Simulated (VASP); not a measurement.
# Fe (Pm-3m) in VASP: further runs

The runs below take Fe through single point, relaxation of cell and atoms, with PBE.

Program: VASP 6.6.1. These are calculated values, not measurements. Logs are shortened: lines on timing, memory, paths and dates and some standing lists are left out, and cuts for length are marked.

## Step 1: The cell of the first run

Symmetry: Pm-3m, No. 221, cubic system. Conventional cell: a = 2.371 Å, b = 2.371 Å, c = 2.371 Å, α = 90.00°, β = 90.00°, γ = 90.00°. Fe (site symmetry m-3m) has 6 Fe at 2.37 Å within 3.1 Å.

## Step 2: Single point, PBE, collinear spin, ferromagnetic start

The input, INCAR:

```
PREC = Accurate ; ENCUT = 520
EDIFF = 1E-6 ; ISMEAR = 1
SIGMA = 0.05 ; LREAL = False
LASPH = True ; NELM = 150
ALGO = Normal ; ISIF = 2
LWAVE = False ; LCHARG = True
ISPIN = 2 ; MAGMOM = 3.5
LORBIT = 11 ; LMAXMIX = 4
GGA = PE ; LELF = True
LVHAR = True ; NBANDS = 14
```

The input, KPOINTS:

```
regular mesh
0
Gamma
  9 9 9
```

The input, POSCAR:

```
Fe
1.0
    2.3708278748      0.0000000000      0.0000000000
    0.0000000000      2.3708278748      0.0000000000
    0.0000000000      0.0000000000      2.3708278748
Fe
1
Direct
    0.0000000000      0.0000000000      0.0000000000
```

Potentials or basis: VASP PAW PBE potentials, release 64 (Fe).

On the command line:

```
cat potpaw_PBE.64/Fe/POTCAR > POTCAR
mpirun -np 1 vasp_std > vasp.out
```

OUTCAR:

```text
PREC = Accurate
   ENCUT = 520
   EDIFF = 1E-6
   ISMEAR = 1
   LREAL = False
   LASPH = True
   NELM = 150
   ISIF = 2
   ISPIN = 2
   LORBIT = 11
   GGA = PE

 ion  position               nearest neighbor table
   1  0.000  0.000  0.000-

  LATTYP: Found a simple cubic cell.
 ALAT       =     2.3708278748

  Lattice vectors:

 A1 = (   2.3708278748,   0.0000000000,   0.0000000000)
 A2 = (   0.0000000000,   2.3708278748,   0.0000000000)
 A3 = (   0.0000000000,   0.0000000000,   2.3708278748)

Analysis of symmetry for initial positions (statically):
=====================================================================
 Subroutine PRICEL returns:
 Original cell was already a primitive cell.

 Routine SETGRP: Setting up the symmetry group for a
 simple cubic supercell.

 Subroutine GETGRP returns: Found 48 space group operations
 (whereof 48 operations were pure point group operations)
 out of a pool of 48 trial point group operations.

The static configuration has the point symmetry O_h .

Analysis of symmetry for dynamics (positions and initial velocities):
=====================================================================
 Subroutine PRICEL returns:
 Original cell was already a primitive cell.

 Routine SETGRP: Setting up the symmetry group for a
 simple cubic supercell.

 Subroutine GETGRP returns: Found 48 space group operations
 (whereof 48 operations were pure point group operations)
 out of a pool of 48 trial point group operations.

The dynamic configuration has the point symmetry O_h .

Analysis of structural, dynamic, and magnetic symmetry:
=====================================================================
 Subroutine PRICEL returns:
 Original cell was already a primitive cell.

 Routine SETGRP: Setting up the symmetry group for a
 simple cubic supercell.

 Subroutine GETGRP returns: Found 48 space group operations
 (whereof 48 operations were pure point group operations)
 out of a pool of 48 trial point group operations.

The overall configuration has the point symmetry O_h .

 Subroutine INISYM returns: Found 48 space group operations
 (whereof 48 operations are pure point group operations),
 and found     1 'primitive' translations

----------------------------------------------------------------------------------------

                                     Primitive cell

  volume of cell :      13.3260

  direct lattice vectors                    reciprocal lattice vectors
[... 124 lines left out ...]
 number of electron       8.0000008 magnetization       2.4288786

 Free energy of the ion-electron system (eV)
  ---------------------------------------------------
  ext. energy  EPLUGINS =         0.00000000
  ---------------------------------------------------
  free energy    TOTEN  =        -7.50153956 eV

  energy without entropy =       -7.50145663  energy(sigma->0) =       -7.50151191

 E-fermi :   4.5529     XC(G=0): -12.1369

 val. band max:        4.3866469875   @ k =   0.4444   0.3333   0.2222
 cond. band min:       4.5533258594   @ k =   0.3333   0.3333   0.2222
 fundamental gap:      0.1666788719
 Fermi energy:         4.5529463693

 spin component 1

 k-point     1 :       0.0000    0.0000    0.0000
  band No.  band energies     occupation
      1      -3.1634      1.00000
      2       0.7163      1.00000
      3       0.7163      1.00000
      4       4.0363      1.00000
      5       4.0363      1.00000
      6       4.0363      1.00000
      7      23.2765      0.00000
      8      23.2765      0.00000
      9      23.2765      0.00000
     10      27.1186      0.00000
     11      27.1186      0.00000
     12      31.5331      0.00000
     13      43.9309      0.00000
     14      43.9309      0.00000
[... 379 lines left out ...]
      3       2.6410      1.00000
      4       2.9329      1.00000
      5       4.1003      1.00000
      6       7.5491      0.00000
      7      10.6093      0.00000
      8      17.7458      0.00000
      9      20.4895      0.00000
     10      27.6328      0.00000
     11      30.9882      0.00000
     12      35.3700      0.00000
     13      37.9154      0.00000
     14      40.7996      0.00000

 [... further k-points ...]

 spin component 2

 k-point     1 :       0.0000    0.0000    0.0000
  band No.  band energies     occupation
      1      -2.8609      1.00000
      2       2.2614      1.00000
      3       2.2619      1.00000
      4       7.0925      0.00000
      5       7.0926      0.00000
      6       7.0932      0.00000
      7      23.9049      0.00000
      8      23.9049      0.00000
      9      23.9049      0.00000
     10      27.5818      0.00000
     11      27.5818      0.00000
     12      31.4040      0.00000
     13      44.3616      0.00000
     14      44.3616      0.00000
[... 379 lines left out ...]
      3       5.2467     -0.00000
      4       5.3057     -0.00000
      5       6.2215      0.00000
      6       8.6712      0.00000
      7      11.5505      0.00000
      8      18.5137      0.00000
      9      21.3660      0.00000
     10      27.9315      0.00000
     11      31.5685      0.00000
     12      35.5410      0.00000
     13      38.5106      0.00000
     14      41.4183      0.00000

 [... further k-points ...]

------------------------ aborting loop because EDIFF is reached ----------------------------------------

  FORCE on cell =-STRESS in cart. coord.  units (eV):
  Direction    XX          YY          ZZ          XY          YZ          ZX
  --------------------------------------------------------------------------------------
  -------------------------------------------------------------------------------------
  Total       -0.0417084     -0.0417084     -0.0417084      0.0000000      0.0000000     -0.0000000
  in kB       -5.0145792     -5.0145792     -5.0145792      0.0000000      0.0000000     -0.0000000
  external PRESSURE =      -5.0145792 kB  Pullay stress =       0.0000000 kB

 VOLUME and BASIS-vectors are now :
 -----------------------------------------------------------------------------
  energy-cutoff  :      520.00
  volume of cell :       13.33
      direct lattice vectors                 reciprocal lattice vectors
     2.370827875  0.000000000  0.000000000     0.421793590  0.000000000  0.000000000
     0.000000000  2.370827875  0.000000000     0.000000000  0.421793590  0.000000000
     0.000000000  0.000000000  2.370827875     0.000000000  0.000000000  0.421793590

 POSITION                                       TOTAL-FORCE (eV/Angst)
 -----------------------------------------------------------------------------------
      0.00000      0.00000      0.00000         0.000000      0.000000      0.000000
 -----------------------------------------------------------------------------------
    total drift:                                0.000000      0.000000     -0.000000

  FREE ENERGIE OF THE ION-ELECTRON SYSTEM (eV)
  ---------------------------------------------------
  free  energy   TOTEN  =        -7.5015395566 eV

  energy  without entropy=       -7.5014566276  energy(sigma->0) =       -7.50151191

 total charge

# of ion       s       p       d       tot
------------------------------------------
    1        0.496   0.409   6.266   7.170

 magnetization (x)

# of ion       s       p       d       tot
------------------------------------------
    1        0.001  -0.006   2.420   2.416
```

OSZICAR:

```text
N       E                     dE             d eps       ncg     rms          rms(c)
DAV:   1     0.244118516016E+02    0.24412E+02   -0.37710E+03  2088   0.676E+02
DAV:   2    -0.684001247430E+01   -0.31252E+02   -0.28254E+02  2080   0.126E+02
DAV:   3    -0.789524372238E+01   -0.10552E+01   -0.10496E+01  2422   0.243E+01
DAV:   4    -0.789952967624E+01   -0.42860E-02   -0.42856E-02  2254   0.142E+00
DAV:   5    -0.789955472921E+01   -0.25053E-04   -0.25053E-04  2464   0.111E-01    0.968E+00
DAV:   6    -0.759989628831E+01    0.29966E+00   -0.83065E+00  2398   0.326E+01    0.603E+00
DAV:   7    -0.750804628728E+01    0.91850E-01   -0.76481E-01  2326   0.933E+00    0.317E+00
DAV:   8    -0.750673975874E+01    0.13065E-02   -0.67066E-03  2246   0.510E-01    0.142E+00
DAV:   9    -0.750141465341E+01    0.53251E-02   -0.63150E-03  2378   0.432E-01    0.245E-01
DAV:  10    -0.750150745436E+01   -0.92801E-04   -0.10928E-03  2284   0.161E-01    0.599E-02
DAV:  11    -0.750154020074E+01   -0.32746E-04   -0.51466E-05  2242   0.575E-02    0.373E-02
DAV:  12    -0.750153955659E+01    0.64415E-06   -0.15718E-06  2172   0.119E-02
   1 F= -.75015396E+01 E0= -.75015119E+01  d E =-.829290E-04  mag=     2.4283
```

It took 5.1 s on 1 thread of AMD EPYC 9R45 (Zen 5), shared host; peak memory 0.1 GiB.

Results:

```
Free energy                                           : -7.5015 eV
Pressure                                              : -0.5 GPa
Net moment                                            : 2.43 μB per cell
Site moments                                          : Fe +2.42 μB
Valence electrons inside the program's atomic spheres : Fe 7.17
```

## Step 3: Relaxation of cell and atoms, PBE, collinear spin, ferromagnetic start

This run uses another cell than the first one, of 13.14 Å³/atom, 0.986 times its volume.

The input, INCAR:

```
ALGO = Normal ; EDIFF = 1E-7
EDIFFG = -0.01 ; ENCUT = 600
GGA = PE ; IBRION = 2
ISIF = 3 ; ISMEAR = 1
ISPIN = 2 ; LASPH = True
LCHARG = False ; LMAXMIX = 4
LORBIT = 11 ; LREAL = False
LWAVE = False ; MAGMOM = 3.5
NELM = 150 ; NSW = 80
PREC = Accurate ; SIGMA = 0.05
```

The input, KPOINTS:

```
k-points
0
Gamma
  9 9 9
```

The input, POSCAR:

```
Fe
1.0
    2.3600000000      0.0000000000      0.0000000000
    0.0000000000      2.3600000000      0.0000000000
    0.0000000000      0.0000000000      2.3600000000
Fe
1
Direct
    0.0000000000      0.0000000000      0.0000000000
```

Potentials or basis: VASP PAW PBE potentials, release 64 (Fe).

On the command line:

```
cat potpaw_PBE.64/Fe/POTCAR > POTCAR
mpirun -np 1 vasp_std > vasp.out
```

Wall time 12 s (1 thread of AMD EPYC 9R45 (Zen 5), shared host); peak memory 0.11 GiB.

Results (log left out):

```
Free energy                                           : -7.5012 eV
Relaxed volume                                        : 13.28 Å³/atom
Relaxed cell                                          : a = 2.368 Å, b = 2.368 Å, c = 2.368 Å, α = 90.00°, β = 90.00°, γ = 90.00°
Space group after relaxing (to 0.05 Å)                : Pm-3m (No. 221)
Energy gained by relaxing                             : 0.7 meV/atom
Ionic steps                                           : 3
Pressure after relaxing                               : 0.0 GPa
Net moment                                            : 2.43 μB per cell
Site moments                                          : Fe +2.42 μB
Valence electrons inside the program's atomic spheres : Fe 7.18
```

Step by step:
```csv
step,energy change (eV),largest force (eV/Å),pressure (GPa),volume (Å³)
1,0.0000,0.0000,1.62,13.14
2,-0.0001,0.0000,-1.28,13.40
3,-0.0007,0.0000,0.02,13.28
```

Final structure:
```yaml
crystal:
  lattice:
    - [2.36780, 0.00000, 0.00000]
    - [0.00000, 2.36780, 0.00000]
    - [0.00000, 0.00000, 2.36780]
  atoms:
    - { symbol: Fe, position: [0.00000, 0.00000, 0.00000] }
```

Levels at points of the mesh, in eV from the Fermi level:
Spin up:
```tsv
k point	band 3	band 4	band 5	band 6	band 7	band 8
(0.00, 0.00, 0.00)	-3.85	-0.50	-0.50	-0.50	18.78	18.78
```
Spin down:
| k point | band 1 | band 2 | band 3 | band 4 | band 5 | band 6 | band 7 |
| --- | --- | --- | --- | --- | --- | --- | --- |
| (0.00, 0.00, 0.00) | -7.43 | -2.30 | -2.30 | 2.55 | 2.55 | 2.55 | 19.41 |

(Part 1 of 2 ends here.)
